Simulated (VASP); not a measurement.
# TiB2 (AlB2 type): single point with LDA

TiB2 (AlB2 type):

```
Ti B
1.0
     2.88305    0.00000    0.00000
    -1.44152    2.49679    0.00000
     0.00000    0.00000    2.99865
Ti B
1 2
Cartesian
  0.0000 0.0000 0.0000
  0.0000 1.6645 1.4993
  1.4415 0.8323 1.4993
```

```json
{
 "Program": "VASP 6.6.1",
 "Task": "single point",
 "Functional": "LDA",
 "Potentials or basis": "VASP PAW LDA potentials, release 64 (Ti_sv, B)",
 "Cutoff": "520 eV",
 "k mesh": "11 × 11 × 9",
 "Occupations": "fermi-dirac, width 0.1 eV",
 "Spin": "no spin polarisation"
}
```

| Property | Result |
| --- | --- |
| Pressure | 46.1 GPa |
| Band gap on the k mesh | zero (band 9 reaches 12.38 eV, above the bottom of band 10 at 11.61 eV) |

Stress tensor (GPa, compression positive):
```
46.12  0.00  0.00
 0.00 46.12  0.00
 0.00  0.00 45.99
```

Levels at points of the mesh, in eV from the Fermi level:
```csv
k point,band 7,band 8,band 9,band 10,band 11,band 12
"(0.00, 0.00, 0.00)",-3.11,-2.46,-1.90,2.49,2.49,4.75
```

Wall time 14 s on 1 thread of Intel(R) Xeon(R) Platinum 8488C (Sapphire Rapids), on a shared host, peak memory 0.14 GiB.
